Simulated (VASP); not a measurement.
FeNi3: single point with PBE

Crystal: FeNi3.

```xyz
4
Lattice="3.4740 0.0000 0.0000 0.0000 3.4740 0.0000 0.0000 0.0000 3.4740" Properties=species:S:1:pos:R:3 pbc="T T T"
Fe    0.0000    0.0000    0.0000
Ni    0.0000    1.7370    1.7370
Ni    1.7370    0.0000    1.7370
Ni    1.7370    1.7370    0.0000
```

```yaml
Program: VASP 6.6.1
Task: single point
Functional: PBE
Potentials_or_basis: VASP PAW PBE potentials, release 64 (Fe, Ni)
Cutoff: 520 eV
k_mesh: 12 × 12 × 12
Occupations: gaussian, width 0.05 eV
Spin: no spin polarisation
Dipole_correction: no
Further_INCAR_settings: ALGO = Fast; EDIFF = 1e-06; NBANDS = 27
```

```
Pressure               : 4.4 GPa
Band gap on the k mesh : zero (bands 19 and 20 overlap by 1.13 eV)
```

Levels at points of the mesh, in eV from the Fermi level:
```tsv
k point	band 15	band 16	band 17	band 18	band 19	band 20	band 21	band 22	band 23	band 24
(0.00, 0.00, 0.00)	-0.02	-0.02	0.36	0.36	0.71	0.71	0.71	2.64	2.64	2.64
(0.50, 0.00, 0.00)	-1.14	-0.70	-0.70	-0.63	-0.32	-0.05	-0.02	0.69	8.37	8.37
(0.50, 0.50, 0.00)	-1.49	-1.12	-1.02	-0.54	-0.42	-0.42	1.36	1.36	2.00	2.13
(0.50, 0.50, 0.50)	-0.24	-0.24	-0.19	-0.19	-0.19	0.34	0.34	0.34	0.39	0.39
```

Run time: 3.5 min on 1 thread of Intel Xeon 8259CL, on a shared host, peak memory 0.22 GiB.

Caveat: the cell stands under pressure; the run has no spin polarisation, though such a crystal can be magnetic. Spin polarisation is off, so any magnetic state and its effect on volume and gap are missing.
